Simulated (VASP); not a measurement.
# Cd (P6_3/mmc) in VASP: a series of runs

The runs below take Cd through single point, with RPBE, PBE.

Everything below comes from runs of VASP 6.6.1. Logs are shortened: lines on timing, memory, paths and dates and some standing lists are left out, and cuts for length are marked.

**1. The cell of the first run**

It takes space group P6_3/mmc (No. 194, hexagonal). Conventional cell: a = 2.949 Å, b = 2.949 Å, c = 5.561 Å, α = 90.00°, β = 90.00°, γ = 120.00°. Within 3.9 Å of Cd (site symmetry -6m2) lie 12 Cd at 2.95 to 3.26 Å.

**2. Single point, RPBE**

INCAR reads:

```
SYSTEM = Cd
PREC = Accurate ; ENCUT = 540
EDIFF = 1E-6 ; ISMEAR = -1
SIGMA = 0.1 ; LREAL = .FALSE.
LASPH = .TRUE. ; NELM = 120
ALGO = Normal ; ISIF = 2
LWAVE = .FALSE. ; LCHARG = .FALSE.
GGA = RP ; NBANDS = 27
GGA_COMPAT = .FALSE.
```

KPOINTS reads:

```
regular mesh
0
G
  7 7 3
  0 0 0
```

POSCAR reads:

```
Cd
1.0
    1.4743740000      2.5536910000      0.0000000000
   -1.4743740000      2.5536910000      0.0000000000
    0.0000000000      0.0000000000      5.5609770000
Cd
2
Direct
    0.3333300000      0.3333400000      0.2500000000
    0.6666600000      0.6666700000      0.7500000000
```

Potentials or basis: VASP PAW PBE potentials, release 64 (Cd_sv_GW).

On the command line:

```sh
> cat potpaw_PBE.64/Cd_sv_GW/POTCAR > POTCAR
> mpirun -np 1 vasp_std > vasp.out
```

OUTCAR:

```text
SYSTEM = Cd
   PREC = Accurate
   ENCUT = 540
   EDIFF = 1E-6
   ISMEAR = -1
   LREAL = .FALSE.
   LASPH = .TRUE.
   NELM = 120
   ISIF = 2
   GGA = RP

 ion  position               nearest neighbor table
   1  0.333  0.333  0.250-
   2  0.667  0.667  0.750-

  LATTYP: Found a hexagonal cell.
 ALAT       =     2.9487482794
 C/A-ratio  =     1.8858771496

  Lattice vectors:

 A1 = (   1.4743740000,  -2.5536910000,   0.0000000000)
 A2 = (   1.4743740000,   2.5536910000,   0.0000000000)
 A3 = (   0.0000000000,   0.0000000000,   5.5609770000)

Analysis of symmetry for initial positions (statically):
=====================================================================
 Subroutine PRICEL returns:
 Original cell was already a primitive cell.

 Routine SETGRP: Setting up the symmetry group for a
 hexagonal supercell.

 Subroutine GETGRP returns: Found  8 space group operations
 (whereof  2 operations were pure point group operations)
 out of a pool of 24 trial point group operations.

The static configuration has the point symmetry C_2 .
 The point group associated with its full space group is D_2h.

Analysis of symmetry for dynamics (positions and initial velocities):
=====================================================================
 Subroutine PRICEL returns:
 Original cell was already a primitive cell.

 Routine SETGRP: Setting up the symmetry group for a
 hexagonal supercell.

 Subroutine GETGRP returns: Found  8 space group operations
 (whereof  2 operations were pure point group operations)
 out of a pool of 24 trial point group operations.

The dynamic configuration has the point symmetry C_2 .
 The point group associated with its full space group is D_2h.

 Subroutine INISYM returns: Found  8 space group operations
 (whereof  2 operations are pure point group operations),
 and found     1 'primitive' translations

----------------------------------------------------------------------------------------

                                     Primitive cell

  volume of cell :      41.8752

  direct lattice vectors                    reciprocal lattice vectors
     1.474374000  2.553691000  0.000000000     0.339126979  0.195795028  0.000000000
    -1.474374000  2.553691000  0.000000000    -0.339126979  0.195795028  0.000000000
     0.000000000  0.000000000  5.560977000     0.000000000  0.000000000  0.179824516

  length of vectors
     2.948748279  2.948748279  5.560977000     0.391590092  0.391590092  0.179824516

  position of ions in fractional coordinates (direct lattice)
     0.333330000  0.333340000  0.250000000
     0.666660000  0.666670000  0.750000000

  ion indices of the primitive-cell ions
   primitive index   ion index
                 1           1
                 2           2

----------------------------------------------------------------------------------------

 KPOINTS: regular mesh

Automatic generation of k-mesh.
 Grid dimensions read from file:
 generate k-points for:    7    7    3

 Generating k-lattice:

  Cartesian coordinates                     Fractional coordinates (reciprocal lattice)
     0.048446711  0.027970718  0.000000000     0.142857143  0.000000000  0.000000000
    -0.048446711  0.027970718  0.000000000     0.000000000  0.142857143  0.000000000
     0.000000000  0.000000000  0.059941505     0.000000000  0.000000000  0.333333333

  Length of vectors
     0.055941442  0.055941442  0.059941505

  Shift w.r.t. Gamma in fractional coordinates (k-lattice)
     0.000000000  0.000000000  0.000000000

 Subroutine IBZKPT returns following result:
 ===========================================

 Found     32 irreducible k-points:

 Following reciprocal coordinates:
            Coordinates               Weight
  0.000000  0.000000  0.000000      1.000000
  0.142857  0.000000  0.000000      4.000000
  0.142857  0.142857  0.000000      2.000000
  0.285714  0.000000  0.000000      4.000000
  0.285714  0.285714  0.000000      2.000000
  0.428571  0.000000  0.000000      4.000000
[... 16 lines left out ...]
  0.428571  0.428571  0.333333      4.000000
  0.285714  0.142857  0.333333      8.000000
 [... further k-points ...]
   k-points           NKPTS =     32   k-points in BZ     NKDIM =     32   number of bands    NBANDS=     27
   number of dos      NEDOS =    301   number of ions     NIONS =      2
   total plane-waves  NPLWV =  24192
   dimension x,y,z NGX =    24 NGY =   24 NGZ =   42
   dimension x,y,z NGXF=    48 NGYF=   48 NGZF=   84
   ions per type =               2
   NGX,Y,Z   is equivalent  to a cutoff of  13.53, 13.53, 12.56 a.u.
   NGXF,Y,Z  is equivalent  to a cutoff of  27.06, 27.06, 25.11 a.u.
 SYSTEM =  Cd
   PREC   = accura    normal or accurate (medium, high low for compatibility)
   ISTART =      0    job   : 0-new  1-cont  2-samecut
   ICHARG =      2    charge: 1-file 2-atom 10-const
   ISPIN  =      1    spin polarized calculation?
   LNONCOLLINEAR =      F non collinear calculations
   LSORBIT =      F    spin-orbit coupling
   LASPH  =      T    aspherical Exc in radial PAW
   ENCUT  =  540.0 eV  39.69 Ry    6.30 a.u.   5.59  5.59 10.54*2*pi/ulx,y,z
   NELM   =    120;   NELMIN=  2; NELMDL= -5     # of ELM steps
   EDIFF  = 0.1E-05   stopping-criterion for ELM
   LREAL  =      F    real-space projection
[... 7 lines left out ...]
   TEBEG  =    0.0;   TEEND  =   0.0 temperature during run
   PSTRESS=    0.0 pullay stress
   NELECT =      40.0000    total number of electrons
   NUPDOWN=      -1.0000    fix difference up-down
   EMIN   =  10.00;   EMAX   =-10.00  energy-range for DOS
   EFERMI =   0.00;   METHOD = LEGACY
   ISMEAR =    -1;   SIGMA  =   0.10  broadening in eV -4-tet -1-fermi 0-gaus
   EFERMI_NEDOS =   21; number of points for ismear=-14 and -15
   IALGO  =     38    algorithm
   IMIX   =      4    mixing-type and parameters
     AMIX     =   0.40;   BMIX     =  1.00
     AMIX_MAG =   1.60;   BMIX_MAG =  1.00
  volume/ion in A,a.u.               =      20.94       141.29
  Fermi-wavevector in a.u.,A,eV,Ry     =   1.612287  3.046781 35.367945  2.599471
  Thomas-Fermi vector in A             =   2.707542
   LORBIT       =      0    0 simple, 1 ext, 2 COOP (PROOUT), +10 PAW based schemes
   GGA     = RP    functional components
   LHFCALC =     F    Hartree Fock is set to
   AEXX    =    0.0000 exact exchange contribution
   IVDW    =     0    specifies the selected vdW correction
   LEPSILON=     F    determine dielectric tensor
   LRPA    =     F    only Hartree local field effects (RPA)
 non-spin polarized calculation
  energy-cutoff  :      540.00
  volume of cell :       41.88
 maximum number of plane-waves:      1209
   NGX = 11   NGY = 11   NGZ = 21

 number of electron      39.9999990 magnetization

 Free energy of the ion-electron system (eV)
  ---------------------------------------------------
  ext. energy  EPLUGINS =         0.00000000
  ---------------------------------------------------
  free energy    TOTEN  =        -0.71753667 eV

  energy without entropy =       -0.69937405  energy(sigma->0) =       -0.70845536

 E-fermi :   6.9923     XC(G=0): -11.3255

 val. band max:        6.8396353296   @ k =  -0.1429   0.2857   0.0000
 cond. band min:       7.1627097664   @ k =  -0.2857   0.2857   0.3333
 fundamental gap:      0.3230744368
 Fermi energy:         6.9922898378

 k-point     1 :       0.0000    0.0000    0.0000
  band No.  band energies     occupation
      1     -96.2548      2.00000
      2     -96.2537      2.00000
      3     -57.3074      2.00000
      4     -57.2839      2.00000
      5     -57.2695      2.00000
      6     -57.2695      2.00000
[... 19 lines left out ...]
     26      22.0865      0.00000
     27      22.1540      0.00000

 k-point     2 :       0.1429    0.0000    0.0000
  band No.  band energies     occupation
      1     -96.2539      2.00000
      2     -96.2528      2.00000
      3     -57.3052      2.00000
      4     -57.2838      2.00000
      5     -57.2800      2.00000
      6     -57.2777      2.00000
[... 19 lines left out ...]
     26      21.6592      0.00000
     27      21.6887      0.00000

 k-point     3 :       0.1429    0.1429    0.0000
  band No.  band energies     occupation
      1     -96.2539      2.00000
      2     -96.2528      2.00000
      3     -57.3052      2.00000
      4     -57.2838      2.00000
      5     -57.2800      2.00000
      6     -57.2777      2.00000
[... 19 lines left out ...]
     26      21.6581      0.00000
     27      21.6887      0.00000

 k-point     4 :       0.2857    0.0000    0.0000
  band No.  band energies     occupation
      1     -96.2517      2.00000
      2     -96.2509      2.00000
      3     -57.3041      2.00000
      4     -57.3020      2.00000
      5     -57.2997      2.00000
      6     -57.2841      2.00000
[... 19 lines left out ...]
     26      20.2227      0.00000
     27      20.3639      0.00000

 k-point     5 :       0.2857    0.2857    0.0000
  band No.  band energies     occupation
      1     -96.2517      2.00000
      2     -96.2509      2.00000
      3     -57.3041      2.00000
      4     -57.3020      2.00000
      5     -57.2997      2.00000
      6     -57.2841      2.00000
[... 19 lines left out ...]
     26      20.2227      0.00000
     27      20.3639      0.00000

 k-point     6 :       0.4286    0.0000    0.0000
  band No.  band energies     occupation
      1     -96.2500      2.00000
      2     -96.2494      2.00000
      3     -57.3241      2.00000
      4     -57.3214      2.00000
      5     -57.2944      2.00000
      6     -57.2855      2.00000
[... 444 lines left out ...]
      1     -96.2515      2.00000
      2     -96.2511      2.00000
      3     -57.3049      2.00000
      4     -57.3035      2.00000
      5     -57.2944      2.00000
      6     -57.2874      2.00000
[... 19 lines left out ...]
     26      19.8902      0.00000
     27      20.2802      0.00000

 k-point    22 :       0.4286    0.0000    0.3333
  band No.  band energies     occupation
      1     -96.2498      2.00000
      2     -96.2495      2.00000
      3     -57.3239      2.00000
      4     -57.3225      2.00000
      5     -57.2913      2.00000
      6     -57.2869      2.00000
[... 19 lines left out ...]
     26      18.4390      0.00000
     27      19.2895      0.00000

 k-point    23 :       0.4286    0.4286    0.3333
  band No.  band energies     occupation
      1     -96.2498      2.00000
      2     -96.2495      2.00000
      3     -57.3239      2.00000
      4     -57.3225      2.00000
      5     -57.2913      2.00000
      6     -57.2869      2.00000
[... 19 lines left out ...]
     26      18.4389      0.00000
     27      19.2894      0.00000

 k-point    24 :       0.2857    0.1429    0.3333
  band No.  band energies     occupation
      1     -96.2521      2.00000
      2     -96.2516      2.00000
      3     -57.2993      2.00000
      4     -57.2959      2.00000
      5     -57.2925      2.00000
      6     -57.2873      2.00000
[... 19 lines left out ...]
     26      17.0905      0.00000
     27      22.9098      0.00000

 [... further k-points ...]
[... 5 lines left out ...]
  --------------------------------------------------------------------------------------
  -------------------------------------------------------------------------------------
  Total        1.5135115      1.5135330      1.1450884     -0.0000000      0.0000000      0.0000000
  in kB       57.9080858     57.9089071     43.8119416     -0.0000000      0.0000000      0.0000000
  external PRESSURE =      53.2096448 kB  Pullay stress =       0.0000000 kB

 VOLUME and BASIS-vectors are now :
 -----------------------------------------------------------------------------
  energy-cutoff  :      540.00
  volume of cell :       41.88
      direct lattice vectors                 reciprocal lattice vectors
     1.474374000  2.553691000  0.000000000     0.339126979  0.195795028  0.000000000
    -1.474374000  2.553691000  0.000000000    -0.339126979  0.195795028  0.000000000
     0.000000000  0.000000000  5.560977000     0.000000000  0.000000000  0.179824516

 POSITION                                       TOTAL-FORCE (eV/Angst)
 -----------------------------------------------------------------------------------
     -0.00001      1.70247      1.39024         0.000000      0.000156     -0.000000
     -0.00001      3.40491      4.17073         0.000000     -0.000156      0.000000
 -----------------------------------------------------------------------------------
    total drift:                                0.000000      0.000000     -0.000000

  FREE ENERGIE OF THE ION-ELECTRON SYSTEM (eV)
  ---------------------------------------------------
  free  energy   TOTEN  =        -0.7175366652 eV

  energy  without entropy=       -0.6993740456  energy(sigma->0) =       -0.70845536
```

Wall time 31 s (1 thread of Intel Xeon Platinum 8375C at 2.90GHz (Ice Lake), shared host); peak memory 0.18 GiB.

What came out:

| Quantity | Value |
| --- | --- |
| Free energy | -0.7175 eV |
| Pressure | 5.3 GPa |
| Band gap on the k mesh | zero (band 20 reaches 8.35 eV, above the bottom of band 21 at 4.02 eV) |

Caveat: the k points lie up to 0.38 Å⁻¹ apart; the PAW data sets were made with another functional, which shifts forces and pressure a little.

**3. Single point, PBE**

INCAR reads:

```
PREC     = Accurate       # precision mode
ENCUT    = 540            # plane-wave cutoff, eV
EDIFF    = 1E-6           # SCF threshold, eV
ISMEAR   = -1             # smearing method
SIGMA    = 0.1            # smearing width, eV
LREAL    = False          # projectors in reciprocal space
LASPH    = True           # aspherical terms in the spheres
NELM     = 120            # most SCF steps
ALGO     = Normal         # electronic algorithm
ISIF     = 2              # what is computed and relaxed
LWAVE    = False          # write WAVECAR
LCHARG   = False          # write CHGCAR
GGA      = PE             # functional
NBANDS   = 27             # bands
GGA_COMPAT= False
```

KPOINTS reads:

```
Automatic mesh
0
Gamma
  7 7 3
```

POSCAR is that of step 2.

Potentials or basis: VASP PAW PBE potentials, release 64 (Cd_sv_GW).

On the command line:

```sh
> cat potpaw_PBE.64/Cd_sv_GW/POTCAR > POTCAR
> mpirun -np 1 vasp_std > vasp.out
```

Run time: 18 s. Hardware: 1 thread of Intel Xeon 6975P-C (Granite Rapids), shared host; peak memory 0.18 GiB.

It converged, with:

- Free energy: -1.5930 eV
- Pressure: 2.6 GPa
- Band gap on the k mesh: zero (band 20 reaches 8.19 eV, above the bottom of band 21 at 3.86 eV)

Stress tensor (GPa, compression positive):
```
2.73 0.00 0.00
0.00 2.73 0.00
0.00 0.00 2.21
```

Levels at points of the mesh, in eV from the Fermi level:
| k point | band 17 | band 18 | band 19 | band 20 | band 21 | band 22 | band 23 | band 24 |
| --- | --- | --- | --- | --- | --- | --- | --- | --- |
| (0.00, 0.00, 0.00) | -8.75 | -8.48 | -8.48 | -3.15 | -2.98 | 10.52 | 13.84 | 15.05 |

Caveat: the k points lie up to 0.38 Å⁻¹ apart.
